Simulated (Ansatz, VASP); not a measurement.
**Two plane-wave programs on LiBiSe2**

The input POSCAR:

```
LiBiSe2
1.0
    2.0803053912      1.2010648776      6.6788846194
   -2.0803053912      1.2010648776      6.6788846194
    0.0000000000     -2.4021297552      6.6788846194
Li Bi Se
1 1 2
Direct
    1.0000000000      0.0000000000      0.0000000000
    0.5000000000      0.5000000000      0.5000000000
    0.2543314314      0.2543314314      0.2543314314
    0.7456685686      0.7456685686      0.7456685686
```

The input INCAR.step1:

```
ALGO = Normal ; EDIFF = 1E-4
ENCUT = 520 ; GGA = PE
ISMEAR = 0 ; LASPH = True
LCHARG = False ; LREAL = False
LWAVE = True ; NBANDS = 23
NELM = 100 ; PREC = Accurate
SIGMA = 0.01
```

Contents of INCAR.step2:

```
ALGO = Normal ; EDIFF = 1E-6
ENCUT = 520 ; ISIF = 2
ISMEAR = 0 ; ISTART = 1
LASPH = True ; LCHARG = False
LMIXTAU = True ; LREAL = False
LWAVE = False ; METAGGA = R2SCAN
NBANDS = 23 ; NELM = 100
PREC = Accurate ; SIGMA = 0.01
```

File KPOINTS:

```
k-points
0
Gamma
  6 6 6
```

Input for Ansatz:

```yaml
crystal:
  lattice:
    - [2.0803053912, 1.2010648776, 6.6788846194]
    - [-2.0803053912, 1.2010648776, 6.6788846194]
    - [0.0, -2.4021297552, 6.6788846194]
  atoms:
    - { symbol: Li, position: [1.0, 0.0, 0.0] }
    - { symbol: Bi, position: [0.5, 0.5, 0.5] }
    - { symbol: Se, position: [0.2543314314, 0.2543314314, 0.2543314314] }
    - { symbol: Se, position: [0.7456685686, 0.7456685686, 0.7456685686] }
kpoints:
  mp_grid: { grid: [6, 6, 6] }
hamiltonian:
  xc: r2scan
scf:
  occupations: { method: fixed }
  n_extra_bands: 5
output:
  forces: true
  stress: true
  eigenvalues: true
```

Alike in both runs: task single point; functional r2SCAN; k mesh 6 × 6 × 6; no spin polarisation.

|  | VASP | Ansatz |
| --- | --- | --- |
| version | VASP 6.6.1 | Ansatz 0.2.0 |
| potentials or method | VASP PAW PBE potentials, release 64 (Li_sv, Bi_d, Se) | plane waves, PAW |
| plane-wave cutoff (eV) | 520 | 500 |
| occupations | gaussian, width 0.01 eV | fixed |
| valence electrons in the cell | 30 | 50 |

|  | VASP | Ansatz | Ansatz less VASP |
| --- | --- | --- | --- |
| gap on the k mesh at the Fermi level (eV) | 1.38 | 1.37 | -0.007 |
| rms of the force components (eV/Å) | 0.057 | 0.067 | +0.0099 |

VASP's potentials were made for PBE, not for r2SCAN. Atom by atom the forces differ by 0.010 eV/Å (rms over components). VASP's potentials hold 30 valence electrons a cell and Ansatz's 50, so a difference there can come from the potentials and not from the codes.

Spin-orbit coupling is off throughout. Noted on VASP's run: the cutoff is short for stress, so the pressure is rough.
